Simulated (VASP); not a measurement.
Set up this calculation in VASP 6.6.1, as the native input.

| Property | Result |
| --- | --- |
| Task | single point |
| Functional | LDA |
| Potentials or basis | VASP PAW LDA potentials, release 64 (Mg, O) |
| Cutoff | 520 eV |
| k mesh | 9 × 9 × 8 |
| Occupations | gaussian, width 0.05 eV |
| Spin | no spin polarisation |
| Dipole correction | no |
| Further INCAR settings | ALGO = Normal; EDIFF = 1e-06; NBANDS = 11 |

The structure of MgO lies in POSCAR:

```
MgO
1.0
    2.9380209034      0.0000000000      0.0000000000
   -1.4690104517      2.5444007392      0.0000000000
    0.0000000000      0.0000000000      2.6796800000
Mg O
1 1
Direct
    0.0000000000      0.0000000000      0.0000000000
    0.3333333333      0.6666666667      0.4720115835
```

This cell differs from its parent crystal: all O atoms moved +0.075 Å, as atom 2 towards its neighbour atom 2 (O) at 2.680 Å.

The input as run:

INCAR

```
SYSTEM = MgO
  ALGO = Normal
  EDIFF = 1E-6
  ENCUT = 520
  ISIF = 2
  ISMEAR = 0
  LASPH = .True.
  LCHARG = .True.
  LELF = .True.
  LREAL = .False.
  LVHAR = .True.
  LWAVE = .False.
  NBANDS = 11
  NELM = 100
  PREC = Accurate
  SIGMA = 0.05
```

KPOINTS

```
k-points
0
Gamma
  9 9 8
  0 0 0
```

Potentials or basis: VASP PAW LDA potentials, release 64 (Mg, O).

Command:

```console
$ cat potpaw_LDA.64/Mg/POTCAR potpaw_LDA.64/O/POTCAR > POTCAR
$ mpirun -np 1 vasp_std > vasp.out
```

It gave:

| Item | Value |
| --- | --- |
| Pressure | -10.5 GPa |
| Largest force | 0.218 eV/Å |
| Band gap on the k mesh | 2.94 eV, indirect (least direct gap 3.35 eV) |

Caveat: the cell differs from its parent crystal (all O atoms moved +0.075 Å, as atom 2 towards its neighbour atom 2 (O) at 2.680 Å).

It took 19 s on 1 thread of Intel Xeon 8259CL, with other jobs on the host, peak memory 0.13 GiB.
